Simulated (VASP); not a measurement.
# H6C2O in VASP: a series of runs

H6C2O is run at these levels: PBE+D3(BJ); tasks: single point.

All numbers are computed with VASP 6.6.1; they aren't measurements. Logs are shortened: lines on timing, memory, paths and dates and some standing lists are left out, and cuts for length are marked.

**1. The cell of the first run**

The cell holds an amorphous packing of atoms, 36 atoms: a = 7.960 Å, b = 7.960 Å, c = 7.960 Å, α = 90.00°, β = 90.00°, γ = 90.00°.

**2. Single point, PBE+D3(BJ)**

File INCAR:

```
PREC = Accurate ; ENCUT = 520
EDIFF = 1E-7 ; ISMEAR = -1
SIGMA = 0.02 ; LREAL = Auto
LASPH = True ; NELM = 80
ALGO = Normal ; ISIF = 2
LWAVE = False ; LCHARG = False
GGA = PE ; IVDW = 12
NBANDS = 64
```

File KPOINTS:

```
Automatic mesh
0
Gamma
  1 1 1
```

File POSCAR:

```
H6C2O
1.0
    7.9602190000      0.0000000000      0.0000000000
    0.0000000000      7.9602190000      0.0000000000
    0.0000000000      0.0000000000      7.9602190000
C O H
8 4 24
Direct
    0.8701645018     -0.0218838200      0.4461058169
    0.9406776371     -0.0006029985      0.6197191308
    0.5088679093      0.5507511791      0.1396695242
    0.6583110339      0.5270081137      0.2403953962
    0.2373175914      0.1196826369     -0.0933768279
    0.1321822930      0.2079339777      0.0391949015
    0.2469655672      0.6312891643      0.5635272095
    0.1675456416      0.5045464201      0.6844284058
    0.8319369103      0.1473703173      0.6714011260
    0.7362360257      0.3573017275      0.1879470904
   -0.0316574205      0.1484758145      0.0118087203
    0.1004118103      0.3497642464      0.6120434626
    0.8518232978      0.1377851539      0.7935962566
    0.9092463411     -0.1192178255      0.6934482581
    1.0718172452      0.0537171151      0.6304097915
    0.9227509947     -0.1184892024      0.3640854605
    0.7298794166     -0.0284414286      0.4371990268
    0.9001636764      0.1117054694      0.3920495152
    0.7661472630      0.3062101683      0.2988862492
    0.7605820895      0.6103224044      0.2002080596
    0.6297816681      0.5264302402      0.3712837549
    0.4885167104      0.6783858585      0.1442799501
    0.5037801096      0.5062423534      0.0124996561
    0.4051521698      0.4999108693      0.2058109205
   -0.1118059692      0.2180216399      0.0715181329
    0.1841532249      0.1613397822      0.1466793816
    0.1283381776      0.3397142717      0.0318835449
    0.3660828929      0.1264161200     -0.0373859061
    0.1972558795     -0.0126880931     -0.0955878224
    0.2461113193      0.1776458663     -0.2258354952
   -0.0224240062      0.3294381725      0.6250581799
    0.2348427851      0.4923231383      0.7942871923
    0.0601993488      0.5775343618      0.7345652174
    0.3398524588      0.7012244261      0.6500072423
    0.3257824942      0.5956243164      0.4475002509
    0.1517043689      0.7288744192      0.5204505052
```

Potentials or basis: VASP PAW PBE potentials, release 64 (C, O, H).

Started as:

```bash
$ cat potpaw_PBE.64/C/POTCAR potpaw_PBE.64/O/POTCAR potpaw_PBE.64/H/POTCAR > POTCAR
$ mpirun -np 1 vasp_gam > vasp.out
```

OUTCAR:

```text
PREC = Accurate
   ENCUT = 520
   EDIFF = 1E-7
   ISMEAR = -1
   LREAL = Auto
   LASPH = True
   NELM = 80
   ISIF = 2
   GGA = PE
   IVDW = 12
 IVDW          = 12

 ion  position               nearest neighbor table
   1  0.870  0.978  0.446-  16 1.09  17 1.12  18 1.17   2 1.50
   2  0.941  0.999  0.620-  15 1.13  14 1.14   1 1.50   9 1.52
   3  0.509  0.551  0.140-  22 1.03  24 1.06  23 1.07   4 1.45
   4  0.658  0.527  0.240-  21 1.07  20 1.10   3 1.45  10 1.54
   5  0.237  0.120  0.907-  29 1.10  28 1.12  30 1.15   6 1.52
   6  0.132  0.208  0.039-  26 1.02  27 1.05  11 1.40   5 1.52
   7  0.247  0.631  0.564-  36 1.14  35 1.15  34 1.15   8 1.53
   8  0.168  0.505  0.684-  32 1.03  33 1.11  12 1.46   7 1.53
   9  0.832  0.147  0.671-  13 0.99   2 1.52
  10  0.736  0.357  0.188-  19 1.00   4 1.54
  11  0.968  0.148  0.012-  25 0.97   6 1.40
  12  0.100  0.350  0.612-  31 1.00   8 1.46
  13  0.852  0.138  0.794-   9 0.99
  14  0.909  0.881  0.693-   2 1.14
  15  0.072  0.054  0.630-   2 1.13
  16  0.923  0.882  0.364-   1 1.09
  17  0.730  0.972  0.437-   1 1.12
  18  0.900  0.112  0.392-   1 1.17
[... 16 lines left out ...]
  35  0.326  0.596  0.448-   7 1.15
  36  0.152  0.729  0.520-   7 1.14

  LATTYP: Found a simple cubic cell.
 ALAT       =     7.9602190000

  Lattice vectors:

 A1 = (   7.9602190000,   0.0000000000,   0.0000000000)
 A2 = (   0.0000000000,   7.9602190000,   0.0000000000)
 A3 = (   0.0000000000,   0.0000000000,   7.9602190000)

Analysis of symmetry for initial positions (statically):
=====================================================================
 Subroutine PRICEL returns:
 Original cell was already a primitive cell.

 Routine SETGRP: Setting up the symmetry group for a
 simple cubic supercell.

 Subroutine GETGRP returns: Found  1 space group operations
 (whereof  1 operations were pure point group operations)
 out of a pool of 48 trial point group operations.

The static configuration has the point symmetry C_1 .

Analysis of symmetry for dynamics (positions and initial velocities):
=====================================================================
 Subroutine PRICEL returns:
 Original cell was already a primitive cell.

 Routine SETGRP: Setting up the symmetry group for a
 simple cubic supercell.

 Subroutine GETGRP returns: Found  1 space group operations
 (whereof  1 operations were pure point group operations)
 out of a pool of 48 trial point group operations.

The dynamic configuration has the point symmetry C_1 .

 Subroutine INISYM returns: Found  1 space group operations
 (whereof  1 operations are pure point group operations),
 and found     1 'primitive' translations

----------------------------------------------------------------------------------------

                                     Primitive cell

  volume of cell :     504.4000

  direct lattice vectors                    reciprocal lattice vectors
     7.960219000  0.000000000  0.000000000     0.125624684  0.000000000  0.000000000
     0.000000000  7.960219000  0.000000000     0.000000000  0.125624684  0.000000000
     0.000000000  0.000000000  7.960219000     0.000000000  0.000000000  0.125624684

  length of vectors
     7.960219000  7.960219000  7.960219000     0.125624684  0.125624684  0.125624684

  position of ions in fractional coordinates (direct lattice)
     0.870164502  0.978116180  0.446105817
     0.940677637  0.999397002  0.619719131
     0.508867909  0.550751179  0.139669524
     0.658311034  0.527008114  0.240395396
     0.237317591  0.119682637  0.906623172
     0.132182293  0.207933978  0.039194901
[... 28 lines left out ...]
     0.325782494  0.595624316  0.447500251
     0.151704369  0.728874419  0.520450505

  ion indices of the primitive-cell ions
   primitive index   ion index
                 1           1
                 2           2
                 3           3
                 4           4
                 5           5
                 6           6
[... 28 lines left out ...]
                35          35
                36          36

----------------------------------------------------------------------------------------

 KPOINTS: Automatic mesh

Automatic generation of k-mesh.
 Grid dimensions read from file:
 generate k-points for:    1    1    1

 Generating k-lattice:

  Cartesian coordinates                     Fractional coordinates (reciprocal lattice)
     0.125624684  0.000000000  0.000000000     1.000000000  0.000000000  0.000000000
     0.000000000  0.125624684  0.000000000     0.000000000  1.000000000  0.000000000
     0.000000000  0.000000000  0.125624684     0.000000000  0.000000000  1.000000000

  Length of vectors
     0.125624684  0.125624684  0.125624684

  Shift w.r.t. Gamma in fractional coordinates (k-lattice)
     0.000000000  0.000000000  0.000000000

 Subroutine IBZKPT returns following result:
 ===========================================

 Found      1 irreducible k-points:

 Following reciprocal coordinates:
            Coordinates               Weight
  0.000000  0.000000  0.000000      1.000000
   k-points           NKPTS =      1   k-points in BZ     NKDIM =      1   number of bands    NBANDS=     64
   number of dos      NEDOS =    301   number of ions     NIONS =     36
   total plane-waves  NPLWV = 216000
   dimension x,y,z NGX =    60 NGY =   60 NGZ =   60
   dimension x,y,z NGXF=   120 NGYF=  120 NGZF=  120
   ions per type =               8   4  24
   NGX,Y,Z   is equivalent  to a cutoff of  12.53, 12.53, 12.53 a.u.
   NGXF,Y,Z  is equivalent  to a cutoff of  25.06, 25.06, 25.06 a.u.
 SYSTEM =  unknown system
   PREC   = accura    normal or accurate (medium, high low for compatibility)
   ISTART =      0    job   : 0-new  1-cont  2-samecut
   ICHARG =      2    charge: 1-file 2-atom 10-const
   ISPIN  =      1    spin polarized calculation?
   LNONCOLLINEAR =      F non collinear calculations
   LSORBIT =      F    spin-orbit coupling
   LASPH  =      T    aspherical Exc in radial PAW
   ENCUT  =  520.0 eV  38.22 Ry    6.18 a.u.  14.80 14.80 14.80*2*pi/ulx,y,z
   NELM   =     80;   NELMIN=  2; NELMDL= -5     # of ELM steps
   EDIFF  = 0.1E-06   stopping-criterion for ELM
   LREAL  =      T    real-space projection
   EDIFFG = 0.1E-05   stopping-criterion for IOM
   NSW    =      0    number of steps for IOM
   IBRION =     -1    ionic relax: 0-MD 1-quasi-New 2-CG
   NFREE  =      0    steps in history (QN), initial steepest desc. (CG)
   ISIF   =      2    stress and relaxation
   ISYM   =      2    0-nonsym 1-usesym 2-fastsym
   POTIM  = 0.5000    time-step for ionic-motion
   TEBEG  =    0.0;   TEEND  =   0.0 temperature during run
   PSTRESS=    0.0 pullay stress
   NELECT =      80.0000    total number of electrons
   NUPDOWN=      -1.0000    fix difference up-down
   EMIN   =  10.00;   EMAX   =-10.00  energy-range for DOS
   EFERMI =   0.00;   METHOD = LEGACY
   ISMEAR =    -1;   SIGMA  =   0.02  broadening in eV -4-tet -1-fermi 0-gaus
   EFERMI_NEDOS =   21; number of points for ismear=-14 and -15
   IALGO  =     38    algorithm
   IMIX   =      4    mixing-type and parameters
     AMIX     =   0.40;   BMIX     =  1.00
     AMIX_MAG =   1.60;   BMIX_MAG =  1.00
  volume/ion in A,a.u.               =      14.01        94.55
  Fermi-wavevector in a.u.,A,eV,Ry     =   0.886162  1.674603 10.684426  0.785283
  Thomas-Fermi vector in A             =   2.007292
   LORBIT       =      0    0 simple, 1 ext, 2 COOP (PROOUT), +10 PAW based schemes
   GGA     = PE    functional components
   LHFCALC =     F    Hartree Fock is set to
   AEXX    =    0.0000 exact exchange contribution
   IVDW    =    12    specifies the selected vdW correction
   LEPSILON=     F    determine dielectric tensor
   LRPA    =     F    only Hartree local field effects (RPA)
 non-spin polarized calculation
  energy-cutoff  :      520.00
  volume of cell :      504.40
 maximum number of plane-waves:      6807
 NGX is ok and might be reduce to    60
   NGX = 29   NGY = 29   NGZ = 29

 number of electron      80.0000007 magnetization

 Free energy of the ion-electron system (eV)
  ---------------------------------------------------
  ext. energy  EPLUGINS =         0.00000000
  ---------------------------------------------------
  free energy    TOTEN  =      -185.75549088 eV

  energy without entropy =     -185.75549088  energy(sigma->0) =     -185.75549088

 E-fermi :  -3.0628     XC(G=0):  -5.4566

 val. band max:       -3.6228961315   @ k =   0.0000   0.0000   0.0000
 cond. band min:       0.9234486452   @ k =   0.0000   0.0000   0.0000
 fundamental gap:      4.5463447767
 Fermi energy:        -3.0627703809

 k-point     1 :       0.0000    0.0000    0.0000
  band No.  band energies     occupation
      1     -23.1464      2.00000
      2     -22.6148      2.00000
      3     -22.5801      2.00000
      4     -22.1942      2.00000
      5     -17.0729      2.00000
      6     -16.1856      2.00000
[... 44 lines left out ...]
     51       4.0788      0.00000
     52       4.1797      0.00000
 [bands above 52 left out]

------------------------ aborting loop because EDIFF is reached ----------------------------------------

 Edisp (eV)   -1.07303

 E8    (eV) :    -0.2414

  FORCE on cell =-STRESS in cart. coord.  units (eV):
  Direction    XX          YY          ZZ          XY          YZ          ZX
  --------------------------------------------------------------------------------------
  -------------------------------------------------------------------------------------
  Total       2.03372    -2.25047     3.35831    -2.72434    -1.06284     0.36553
  in kB       6.45990    -7.14840    10.66734    -8.65361    -3.37601     1.16107
  external pressure =        3.33 kB  Pullay stress =        0.00 kB

 VOLUME and BASIS-vectors are now :
 -----------------------------------------------------------------------------
  energy-cutoff  :      520.00
  volume of cell :      504.40
      direct lattice vectors                 reciprocal lattice vectors
     7.960219000  0.000000000  0.000000000     0.125624684  0.000000000  0.000000000
     0.000000000  7.960219000  0.000000000     0.000000000  0.125624684  0.000000000
     0.000000000  0.000000000  7.960219000     0.000000000  0.000000000  0.125624684

 POSITION                                       TOTAL-FORCE (eV/Angst)
 -----------------------------------------------------------------------------------
      6.92670      7.78602      3.55110         0.326589      2.129475     -1.746919
      7.48800      7.95542      4.93310        -1.471110      0.642344     -0.061856
      4.05070      4.38410      1.11180        -0.905878     -0.777013      0.052728
      5.24030      4.19510      1.91360         2.882761     -2.051917     -2.150965
      1.88910      0.95270      7.21692         1.868452      0.981719     -0.642394
      1.05220      1.65520      0.31200        -0.739100     -1.023564     -3.390259
[... 28 lines left out ...]
      2.59330      4.74130      3.56220        -0.985218     -0.269097      1.345387
      1.20760      5.80200      4.14290         0.787364     -0.890998      0.180076
 -----------------------------------------------------------------------------------
    total drift:                                0.015022      0.009052     -0.002777

  FREE ENERGIE OF THE ION-ELECTRON SYSTEM (eV)
  ---------------------------------------------------
  free  energy   TOTEN  =      -186.8285243862 eV

  energy  without entropy=     -186.8285243862  energy(sigma->0) =     -186.82852439
```

Wall time 40 s (1 thread of AMD EPYC 9R45 (Zen 5), shared host); peak memory 0.39 GiB.

What came out:

* Free energy: -186.8285 eV
* Pressure: 0.3 GPa
* Largest force: 4.336 eV/Å
* Band gap on the k mesh: 4.55 eV
* Dispersion energy per atom: -0.030 eV

Forces in eV/Å, atoms in the order of the input:
```
C    0.327  2.129 -1.747
C   -1.471  0.642 -0.062
C   -0.906 -0.777  0.053
C    2.883 -2.052 -2.151
C    1.868  0.982 -0.642
C   -0.739 -1.024 -3.390
C    1.328  1.479 -0.185
C   -3.496  0.568 -2.501
O    0.743 -1.431  1.205
O   -0.359  0.210  2.271
O   -1.503 -0.716 -0.066
O    0.857  0.687 -0.120
H   -0.156  0.792  0.208
H    0.590  1.153  0.097
H   -0.807 -1.217 -0.279
H    0.308 -0.042 -0.024
H    0.673 -0.234  0.583
H   -0.270 -1.749 -0.122
H   -0.167  0.160 -1.075
H   -0.124  0.499  0.600
H    0.168  0.099  1.049
H   -0.727  2.834 -0.410
H    0.523 -0.250 -0.689
H   -1.260 -0.844  0.400
H   -0.408  0.413  0.287
H    0.755 -0.616  3.228
H    0.508  1.778  0.046
H   -0.135 -0.354 -0.617
H    0.136  0.108 -0.164
H   -0.480 -0.639  1.510
H    0.593  0.233  0.427
H    2.016 -1.280  1.807
H   -0.268 -0.092 -0.035
H   -0.803 -0.292 -1.019
H   -0.985 -0.269  1.345
H    0.787 -0.891  0.180
```

Caveat: the k points lie up to 0.79 Å⁻¹ apart.

**3. Single point, PBE+D3(BJ)**

File INCAR:

```
SYSTEM = H6C2O
PREC = Accurate ; ENCUT = 520
EDIFF = 1E-6 ; ISMEAR = -1
SIGMA = 0.02 ; LREAL = Auto
LASPH = .True. ; NELM = 100
ALGO = Normal ; ISIF = 2
LWAVE = .False. ; LCHARG = .False.
GGA = PE ; IVDW = 12
NBANDS = 64
```

File KPOINTS:

```
Automatic mesh
0
Gamma
  1 1 1
  0 0 0
```

File POSCAR:

```
H6C2O
1.0
    7.9602190000      0.0000000000      0.0000000000
    0.0000000000      7.9602190000      0.0000000000
    0.0000000000      0.0000000000      7.9602190000
C O H
8 4 24
Direct
    0.8661947617     -0.0244716885      0.4050139827
    0.9139572668     -0.0037436156      0.6123700868
    0.5171842634      0.5407765791      0.1354234098
    0.6428968851      0.4819214145      0.2705830078
    0.2516388054      0.1399082111     -0.0824097930
    0.1213283202      0.2367899677      0.0275620558
    0.2245038736      0.6562507891      0.5827226613
    0.1717289436      0.4962677534      0.6780466718
    0.8259194879      0.1273834300      0.7003450533
    0.7662352003      0.3603795323      0.2225818159
   -0.0484283159      0.1642919623      0.0123614689
    0.0987786894      0.3762710549      0.5762906774
    0.8514715487      0.1066679196      0.8191608799
    0.8967215600     -0.1272578053      0.6619667122
    1.0485138663      0.0169216450      0.6209879402
    0.9354642127     -0.1328732287      0.3743866846
    0.7299924789     -0.0257028104      0.4031044875
    0.9050756016      0.0965676949      0.3530053633
    0.8294997914      0.3522893026      0.3207449443
    0.7085232203      0.5925088242      0.3162601431
    0.5733259349      0.4221115022      0.3754168070
    0.4487188104      0.6750191169      0.1626211540
    0.5484019975      0.5332390981      0.0014949337
    0.4077902882      0.4465455033      0.1393554625
   -0.1331370406      0.2247048731      0.0791058638
    0.1654853968      0.1838266008      0.1522319926
    0.0947963869      0.3707310063      0.0246726880
    0.3789594231      0.1848818481     -0.0959521340
    0.2555457331      0.0120348448     -0.0317830452
    0.2084616014      0.1144817749     -0.2107479706
    0.0321096693      0.2936853873      0.6386005209
    0.2657967074      0.4553141063      0.7772273602
    0.0707266973      0.5286286722      0.7777172965
    0.3659447058      0.6920663866      0.6044054818
    0.2239636874      0.6363392766      0.4467088154
    0.1416041443      0.7609338386      0.6051341050
```

Potentials or basis: VASP PAW PBE potentials, release 64 (C, O, H).

Started as:

```bash
$ cat potpaw_PBE.64/C/POTCAR potpaw_PBE.64/O/POTCAR potpaw_PBE.64/H/POTCAR > POTCAR
$ mpirun -np 1 vasp_gam > vasp.out
```

Run time: 40 s. Hardware: 1 thread of AMD EPYC 9R45 (Zen 5), shared host; peak memory 0.4 GiB.

Results (log left out):

| Quantity | Value |
| --- | --- |
| Free energy | -186.8824 eV |
| Pressure | -1.0 GPa |
| Largest force | 5.148 eV/Å |
| Band gap on the k mesh | 4.37 eV |
| Dispersion energy per atom | -0.030 eV |

Forces on the atoms (eV/Å):
```
C   -0.061  2.675  4.398
C   -0.521  0.331 -2.604
C   -2.896 -0.104  0.429
C   -0.919  0.738  0.095
C   -1.708 -0.375 -0.759
C   -0.292 -2.228  1.572
C    2.306 -0.571 -0.164
C   -1.120  1.532  3.384
O    0.053 -0.709 -1.129
O   -1.108  0.189 -2.278
O    0.489 -0.878 -0.910
O    0.153 -1.160 -1.492
H    0.238  0.486  0.466
H   -0.657 -0.927  0.817
H    0.635  0.262 -0.206
H    0.467 -1.062 -1.041
H   -0.326 -0.606 -0.361
H    0.344 -0.419 -0.584
H    1.642 -0.482  1.839
H    0.282  0.385  0.346
H   -0.146  0.497 -0.076
H    1.620 -2.332 -0.285
H    0.801  0.347  0.107
H    0.745  0.901  0.033
H    0.442  0.404  0.095
H   -0.317  1.487 -0.101
H    1.049  0.430 -0.194
H    0.332  0.621  0.447
H    0.204 -0.074  0.310
H   -0.150  0.443 -0.273
H   -0.093  0.258  0.208
H    0.273 -0.330 -1.404
H    0.517  0.433 -0.945
H   -1.924 -0.282  0.147
H   -0.248 -0.341 -0.217
H   -0.106  0.462  0.326
```

Stress tensor (GPa, compression positive):
```
-1.81  0.58  0.28
 0.58 -0.73  0.51
 0.28  0.51 -0.53
```

Levels at points of the mesh, in eV from the valence-band top:
| k point | band 37 | band 38 | band 39 | band 40 | band 41 | band 42 | band 43 | band 44 |
| --- | --- | --- | --- | --- | --- | --- | --- | --- |
| (0.00, 0.00, 0.00) | -0.86 | -0.45 | -0.20 | 0.00 | 4.37 | 5.72 | 5.81 | 5.89 |

Caveat: the k points lie up to 0.79 Å⁻¹ apart.

[end of part 1 of 2]
